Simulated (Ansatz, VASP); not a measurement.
**One calculation of SiSe2, two programs**

File INCAR:

```
ALGO     = Normal         # electronic algorithm
EDIFF    = 1E-7           # SCF threshold, eV
EDIFFG   = -0.005         # ionic threshold
ENCUT    = 500            # plane-wave cutoff, eV
GGA      = PE             # functional
GGA_COMPAT= False        
IBRION   = 2              # ionic algorithm
ISIF     = 3              # what is computed and relaxed
ISMEAR   = 0              # smearing method
IVDW     = 12             # dispersion correction
LASPH    = True           # aspherical terms in the spheres
LCHARG   = False          # write CHGCAR
LREAL    = False          # projectors in reciprocal space
LWAVE    = False          # write WAVECAR
NELM     = 120            # most SCF steps
NELMIN   = 4            
NSW      = 100            # ionic steps
PREC     = Accurate       # precision mode
SIGMA    = 0.02           # smearing width, eV
```

KPOINTS

```
k-points
0
Gamma
  8 8 8
```

File POSCAR:

```
SiSe2
1.0
   -2.9250317313      4.7519660242      2.9184616666
    2.9250317313     -4.7519660242      2.9184616666
    2.9250317313      4.7519660242     -2.9184616666
Si Se
2 4
Direct
    0.7500000000      0.7500000000      0.0000000000
    0.2500000000      0.2500000000      0.0000000000
    0.1261810405      0.2228206306      0.3490016711
    0.8738189595      0.7771793694      0.6509983289
    0.3738189595      0.7228206306      0.0966395901
    0.6261810405      0.2771793694      0.9033604099
```

Input for Ansatz:

```yaml
crystal:
  lattice:
    - [-2.9250317313, 4.7519660242, 2.9184616666]
    - [2.9250317313, -4.7519660242, 2.9184616666]
    - [2.9250317313, 4.7519660242, -2.9184616666]
  atoms:
    - { symbol: Si, position: [0.75, 0.75, 0.0] }
    - { symbol: Si, position: [0.25, 0.25, 0.0] }
    - { symbol: Se, position: [0.1261810405, 0.2228206306, 0.3490016711] }
    - { symbol: Se, position: [0.8738189595, 0.7771793694, 0.6509983289] }
    - { symbol: Se, position: [0.3738189595, 0.7228206306, 0.0966395901] }
    - { symbol: Se, position: [0.6261810405, 0.2771793694, 0.9033604099] }
basis:
  ecutwfc: 420
kpoints:
  mp_grid: { grid: [8, 8, 8] }
hamiltonian:
  xc: pbe
  dispersion: d3bj
scf:
  occupations: { method: gaussian, width: 0.02 }
output:
  forces: true
  stress: true
  eigenvalues: true
  write_density: true
  write_potential: true
  elf: true
  volumetric_format: npy
relax:
  adjacent_minimum: "off"
  f_tol: 0.005
  max_steps: 80
  cell: { stress_tol: 0.05 }
```

Alike in both runs: task relaxation of cell and atoms; functional PBE; dispersion D3(BJ); k mesh 8 × 8 × 8; occupations gaussian, width 0.02 eV; no spin polarisation.

|  | VASP | Ansatz |
| --- | --- | --- |
| version | VASP 6.6.1 | Ansatz 0.2.0 |
| potentials or method | VASP PAW PBE potentials, release 64 (Si, Se), cutoff 500 eV | scalar-relativistic, plane waves, PAW |
| valence electrons in the cell | 32 | 72 |

|  | VASP | Ansatz | Ansatz less VASP |
| --- | --- | --- | --- |
| gap on the k mesh at the Fermi level, each at its own relaxed structure (eV) | 1.50 | 1.51 | +0.004 |
| relaxed volume (Å³/atom) | 27.08 | 27.04 | -0.037 |
| relaxed cell length with the largest relative difference (Å) | 6.300 | 6.297 | -0.0027 |

VASP's potentials hold 32 valence electrons a cell and Ansatz's 72, so a difference there can come from the potentials and not from the codes.
